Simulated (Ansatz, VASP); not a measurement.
**Two plane-wave programs on Rb2Sb2F**

```
CELL_PARAMETERS angstrom
-2.34248 3.74975 4.82876
4.68497 0.00000 0.00000
2.34248 3.74975 -4.82876
ATOMIC_POSITIONS crystal
F 0.00000 0.00000 0.00000
Rb 0.77699 0.27699 0.22301
Rb 0.22301 0.72301 0.77699
Sb 0.66827 0.50000 0.66827
Sb 0.33173 0.50000 0.33173
```

Alike in both runs: functional r2SCAN; k mesh 6 × 6 × 6; no spin polarisation.

Ansatz relaxed the structure, and its values are those at the end. VASP's run is a single point on that final structure, the one shown.

|  | VASP | Ansatz |
| --- | --- | --- |
| version | VASP 6.6.1 | Ansatz 0.2.0 |
| potentials or method | VASP PAW PBE potentials, release 64 (F, Rb_sv, Sb), cutoff 520 eV | PAW plane waves |
| occupations | methfessel-paxton of order 1, width 0.2355 eV | cold, width 0.2355 eV |
| valence electrons in the cell | 35 | 55 |

Ansatz gave:

- pressure (GPa): 3.3
- rms of the force components (eV/Å): 0.000

**Question.** What did VASP give for the same quantities?

**Answer.** Pressure (GPa): 3.4; rms of the force components (eV/Å): 0.038.

VASP's potentials were made for PBE, not for r2SCAN. VASP's potentials hold 35 valence electrons a cell and Ansatz's 55, so a difference there can come from the potentials and not from the codes. Ansatz's warnings: stress scf threshold loose.

Neither program's run includes spin-orbit coupling.
